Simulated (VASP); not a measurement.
Runs of VASP 6.6.1 on Tl. The structure is that of space group Fd-3m (No. 227), or close to it. The cells are those of the table. This isn't the form of Tl at room conditions, which is hcp.

```tsv
level	cell	gap on the mesh (eV)	pressure (GPa)
PBEsol	a = 3.583 Å, angles 60.0°, 2 atoms	none	224.0
PBEsol	a = 4.607 Å, angles 60.0°, 2 atoms	none	4.8
PBEsol+D3(BJ)	a = 3.583 Å, angles 60.0°, 2 atoms	none	(a)
PBEsol	a = 4.213 Å, angles 60.0°, 2 atoms	none	26.8
PBEsol	a = 3.727 Å, angles 60.0°, 2 atoms	none	141.6
PBEsol	a = 4.419 Å, angles 60.0°, 2 atoms	none	(b)
PBEsol	a = 3.985 Å, angles 60.0°, 2 atoms	none	60.0
```

Alike in all rows: task single point; potentials or basis VASP PAW PBE potentials, release 64 (Tl_d); no spin polarisation; k mesh 10 × 10 × 10; cutoff (eV) 520; smearing fermi-dirac 0.1 eV.

Problem. Estimate the missing entries.

Solution. (a) 217.1; (b) 11.8.

Caveats: the cell stands under pressure; the PAW data sets were made with another functional, which shifts forces and pressure a little; spin-orbit coupling is left out, which moves the levels of the heavy elements.

A k mesh can miss the band edges, and the runs leave out spin-orbit coupling on Tl.

A gap of «none» marks levels without a gap at the run's occupations.
